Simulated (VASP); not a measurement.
**Ta: single point with PBE**

The system is Ta.

```
Ta
1.0
    -1.67835    1.67835    1.67835
     1.67835   -1.67835    1.67835
     1.67835    1.67835   -1.67835
Ta
1
Direct
  0.00000 0.00000 0.00000
```

```yaml
Program: VASP 6.6.1
Task: single point
Functional: PBE
Potentials_or_basis: VASP PAW PBE potentials, release 64 (Ta_pv)
Cutoff: 500 eV
k_mesh: 10 × 10 × 10
Occupations: methfessel-paxton, width 0.05 eV
Spin: no spin polarisation
Dipole_correction: no
Further_INCAR_settings: ALGO = Normal; EDIFF = 1e-06; NBANDS = 12
```

```json
{
  "Pressure": "-5.2 GPa"
}
```

Levels at points of the mesh, in eV from the Fermi level:
```
           k point  band 1  band 2  band 3  band 4  band 5  band 6  band 7  band 8  band 9  band 10
(0.00, 0.00, 0.00)  -33.27  -33.27  -33.27   -7.70    0.74    0.74    0.74    3.85    3.85    14.51
(0.50, 0.00, 0.00)  -34.27  -33.60  -33.28   -4.14   -1.39    1.41    3.70    4.66    7.33    10.97
(0.50, 0.50, 0.50)  -33.97  -33.97  -33.97   -3.50   -3.50    6.45    6.45    6.45    8.25     8.25
```

It used 5.9 s of CPU time on 1 thread of Intel Xeon 6975P-C, with other jobs on the host.

Caveat: spin-orbit coupling is left out, which moves the levels of the heavy elements.
